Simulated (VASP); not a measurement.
# HfZrS3 (Pm-3m) in VASP: single point with PBE

Aim: the single point of HfZrS3 with PBE.

All numbers are computed with VASP 6.6.1; they aren't measurements. Logs are shortened: lines on timing, memory, paths and dates and some standing lists are left out, and cuts for length are marked.

## (1) The cell of the first run

Symmetry: Pm-3m, No. 221, cubic system. Conventional cell: a = 4.879 Å, b = 4.879 Å, c = 4.879 Å, α = 90.00°, β = 90.00°, γ = 90.00°. Within 3.2 Å of Zr (site symmetry m-3m) lie 6 S at 2.44 Å. Within 4.5 Å of Hf (site symmetry m-3m) lie 12 S at 3.45 Å and 8 Zr at 4.22 Å. Within 3.2 Å of S (site symmetry 4/mmm) lie 2 Zr at 2.44 Å.

## (2) Single point, PBE, collinear spin

The input, INCAR:

```
SYSTEM = HfZrS3
ALGO = Normal
EDIFF = 1E-6
ENCUT = 520
GGA = PE
ISIF = 2
ISMEAR = 0
ISPIN = 2
LASPH = .True.
LCHARG = .False.
LMAXMIX = 4
LORBIT = 11
LREAL = .False.
LWAVE = .False.
MAGMOM = 0 1.16 0 0 0
NBANDS = 32
NELM = 150
PREC = Accurate
SIGMA = 0.1
```

The input, KPOINTS:

```
k-points
0
Gamma
  8 8 8
  0 0 0
```

The input, POSCAR:

```
HfZrS3
1.0
    4.8785540146      0.0000000000      0.0000000000
    0.0000000000      4.8785540146      0.0000000000
    0.0000000000      0.0000000000      4.8785540146
Zr Hf S
1 1 3
Direct
    0.5000000000      0.5000000000      0.5000000000
    0.0000000000      0.0000000000      0.0000000000
    0.0000000000      0.5000000000      0.5000000000
    0.5000000000      0.5000000000      0.0000000000
    0.5000000000      0.0000000000      0.5000000000
```

Potentials or basis: VASP PAW PBE potentials, release 64 (Zr_sv, Hf_pv, S).

On the command line:

```sh
$ cat potpaw_PBE.64/Zr_sv/POTCAR potpaw_PBE.64/Hf_pv/POTCAR potpaw_PBE.64/S/POTCAR > POTCAR
$ mpirun -np 1 vasp_std > vasp.out
```

OUTCAR:

```text
SYSTEM = HfZrS3
   EDIFF = 1E-6
   ENCUT = 520
   GGA = PE
   ISIF = 2
   ISMEAR = 0
   ISPIN = 2
   LASPH = .True.
   LORBIT = 11
   LREAL = .False.
   NELM = 150
   PREC = Accurate

 ion  position               nearest neighbor table
   1  0.500  0.500  0.500-   3 2.44   4 2.44   5 2.44   4 2.44   5 2.44   3 2.44
   2  0.000  0.000  0.000-
   3  0.000  0.500  0.500-   1 2.44   1 2.44
   4  0.500  0.500  0.000-   1 2.44   1 2.44
   5  0.500  0.000  0.500-   1 2.44   1 2.44

  LATTYP: Found a simple cubic cell.
 ALAT       =     4.8785540146

  Lattice vectors:

 A1 = (   4.8785540146,   0.0000000000,   0.0000000000)
 A2 = (   0.0000000000,   4.8785540146,   0.0000000000)
 A3 = (   0.0000000000,   0.0000000000,   4.8785540146)

Analysis of symmetry for initial positions (statically):
=====================================================================
 Subroutine PRICEL returns:
 Original cell was already a primitive cell.

 Routine SETGRP: Setting up the symmetry group for a
 simple cubic supercell.

 Subroutine GETGRP returns: Found 48 space group operations
 (whereof 48 operations were pure point group operations)
 out of a pool of 48 trial point group operations.

The static configuration has the point symmetry O_h .

Analysis of symmetry for dynamics (positions and initial velocities):
=====================================================================
 Subroutine PRICEL returns:
 Original cell was already a primitive cell.

 Routine SETGRP: Setting up the symmetry group for a
 simple cubic supercell.

 Subroutine GETGRP returns: Found 48 space group operations
 (whereof 48 operations were pure point group operations)
 out of a pool of 48 trial point group operations.

The dynamic configuration has the point symmetry O_h .

Analysis of structural, dynamic, and magnetic symmetry:
=====================================================================
 Subroutine PRICEL returns:
 Original cell was already a primitive cell.

 Routine SETGRP: Setting up the symmetry group for a
 simple cubic supercell.

 Subroutine GETGRP returns: Found 48 space group operations
 (whereof 48 operations were pure point group operations)
 out of a pool of 48 trial point group operations.

The overall configuration has the point symmetry O_h .

 Subroutine INISYM returns: Found 48 space group operations
 (whereof 48 operations are pure point group operations),
 and found     1 'primitive' translations
[... 129 lines left out ...]
   IVDW    =     0    specifies the selected vdW correction
   LEPSILON=     F    determine dielectric tensor
   LRPA    =     F    only Hartree local field effects (RPA)
 spin polarized calculation
 Gauss-broadening in eV      SIGMA  =   0.10
  energy-cutoff  :      520.00
  volume of cell :      116.11
 maximum number of plane-waves:      3178
   NGX = 19   NGY = 19   NGZ = 19

 number of electron      39.9999992 magnetization       1.4509517

 Free energy of the ion-electron system (eV)
  ---------------------------------------------------
  ext. energy  EPLUGINS =         0.00000000
  ---------------------------------------------------
  free energy    TOTEN  =       -32.65730932 eV

  energy without entropy =      -32.63478427  energy(sigma->0) =      -32.64604679

 E-fermi :   5.6343     XC(G=0):  -9.8528

 val. band max:        5.6317522075   @ k =   0.5000   0.1250   0.1250
 cond. band min:       5.6378315371   @ k =   0.1250   0.1250   0.0000
 fundamental gap:      0.0060793296
 Fermi energy:         5.6342883675

 spin component 1

 k-point     1 :       0.0000    0.0000    0.0000
  band No.  band energies     occupation
      1     -43.8848      1.00000
      2     -27.8245      1.00000
      3     -27.8245      1.00000
      4     -27.8245      1.00000
      5     -22.0463      1.00000
      6     -22.0463      1.00000
[... 829 lines left out ...]
     31      10.5425      0.00000
     32      11.0165      0.00000

 [... further k-points ...]

 spin component 2

 k-point     1 :       0.0000    0.0000    0.0000
  band No.  band energies     occupation
      1     -43.8574      1.00000
      2     -27.2577      1.00000
      3     -27.2577      1.00000
      4     -27.2577      1.00000
      5     -22.0135      1.00000
      6     -22.0135      1.00000
[... 829 lines left out ...]
     31      11.0491      0.00000
     32      11.5560      0.00000

 [... further k-points ...]

------------------------ aborting loop because EDIFF is reached ----------------------------------------

  FORCE on cell =-STRESS in cart. coord.  units (eV):
  Direction    XX          YY          ZZ          XY          YZ          ZX
  --------------------------------------------------------------------------------------
  -------------------------------------------------------------------------------------
  Total       -0.0808651     -0.0808651     -0.0808651      0.0000000     -0.0000000     -0.0000000
  in kB       -1.1158302     -1.1158302     -1.1158302      0.0000000     -0.0000000     -0.0000000
  external PRESSURE =      -1.1158302 kB  Pullay stress =       0.0000000 kB

 VOLUME and BASIS-vectors are now :
 -----------------------------------------------------------------------------
  energy-cutoff  :      520.00
  volume of cell :      116.11
      direct lattice vectors                 reciprocal lattice vectors
     4.878554015  0.000000000  0.000000000     0.204978770  0.000000000  0.000000000
     0.000000000  4.878554015  0.000000000     0.000000000  0.204978770  0.000000000
     0.000000000  0.000000000  4.878554015     0.000000000  0.000000000  0.204978770

 POSITION                                       TOTAL-FORCE (eV/Angst)
 -----------------------------------------------------------------------------------
      2.43928      2.43928      2.43928         0.000000      0.000000      0.000000
      0.00000      0.00000      0.00000         0.000000      0.000000      0.000000
      0.00000      2.43928      2.43928         0.000000      0.000000      0.000000
      2.43928      2.43928      0.00000         0.000000      0.000000      0.000000
      2.43928      0.00000      2.43928         0.000000      0.000000      0.000000
 -----------------------------------------------------------------------------------
    total drift:                                0.000000      0.000000      0.000000

  FREE ENERGIE OF THE ION-ELECTRON SYSTEM (eV)
  ---------------------------------------------------
  free  energy   TOTEN  =       -32.6573093168 eV

  energy  without entropy=      -32.6347842662  energy(sigma->0) =      -32.64604679

 total charge

# of ion       s       p       d       tot
------------------------------------------
    1        2.191   6.043   1.619   9.854
    2        0.292   6.024   1.209   7.526
    3        1.349   2.403   0.000   3.752
    4        1.349   2.403   0.000   3.752
    5        1.349   2.403   0.000   3.752
--------------------------------------------------
tot          6.530  19.277   2.829  28.636

 magnetization (x)

# of ion       s       p       d       tot
------------------------------------------
    1        0.003   0.001   0.041   0.044
    2        0.124   0.025   0.797   0.945
    3        0.003  -0.036   0.000  -0.033
    4        0.003  -0.036   0.000  -0.033
    5        0.003  -0.036   0.000  -0.033
--------------------------------------------------
tot          0.137  -0.084   0.837   0.890
```

OSZICAR:

```text
N       E                     dE             d eps       ncg     rms          rms(c)
DAV:   1     0.254359989266E+03    0.25436E+03   -0.18962E+04  4480   0.112E+03
DAV:   2    -0.182759515496E+02   -0.27264E+03   -0.26120E+03  5632   0.287E+02
DAV:   3    -0.375188340500E+02   -0.19243E+02   -0.19006E+02  6824   0.625E+01
DAV:   4    -0.384923707528E+02   -0.97354E+00   -0.97068E+00  6640   0.113E+01
DAV:   5    -0.385319137825E+02   -0.39543E-01   -0.39540E-01  6416   0.157E+00    0.248E+01
DAV:   6    -0.328252523091E+02    0.57067E+01   -0.12107E+01  4784   0.108E+01    0.150E+01
DAV:   7    -0.326680083388E+02    0.15724E+00   -0.15082E+00  5920   0.539E+00    0.927E+00
DAV:   8    -0.326557596181E+02    0.12249E-01   -0.56794E-01  5488   0.199E+00    0.412E+00
DAV:   9    -0.326485039068E+02    0.72557E-02   -0.42146E-01  5248   0.168E+00    0.956E-01
DAV:  10    -0.326350624263E+02    0.13441E-01   -0.82343E-02  5256   0.708E-01    0.589E-01
DAV:  11    -0.326490831019E+02   -0.14021E-01   -0.17774E-02  5248   0.419E-01    0.573E-01
DAV:  12    -0.326526684262E+02   -0.35853E-02   -0.47357E-03  5520   0.222E-01    0.438E-01
DAV:  13    -0.326572147197E+02   -0.45463E-02   -0.70316E-03  5096   0.284E-01    0.271E-01
DAV:  14    -0.326572099098E+02    0.48098E-05   -0.71838E-03  5256   0.260E-01    0.883E-02
DAV:  15    -0.326573060755E+02   -0.96166E-04   -0.35827E-04  5584   0.687E-02    0.654E-02
DAV:  16    -0.326573108859E+02   -0.48104E-05   -0.30486E-05  5888   0.223E-02    0.317E-02
DAV:  17    -0.326573091764E+02    0.17094E-05   -0.15581E-05  5704   0.188E-02    0.154E-02
DAV:  18    -0.326573093168E+02   -0.14033E-06   -0.21843E-06  4496   0.636E-03
   1 F= -.32657309E+02 E0= -.32646047E+02  d E =-.225251E-01  mag=     1.4480
```

Run time: 3.6 min. Hardware: 1 thread of Oxide Virtual Turin-like, shared host; peak memory 0.35 GiB.

Results:

* Free energy: -32.6573 eV
* Pressure: -0.1 GPa
* Net moment: 1.45 μB per cell
* Site moments: Zr +0.04; Hf +0.94; S -0.03 μB
* Valence electrons inside the program's atomic spheres: Zr 9.85; Hf 7.53; S 3.75

Caveat: spin-orbit coupling is left out, which moves the levels of the heavy elements.
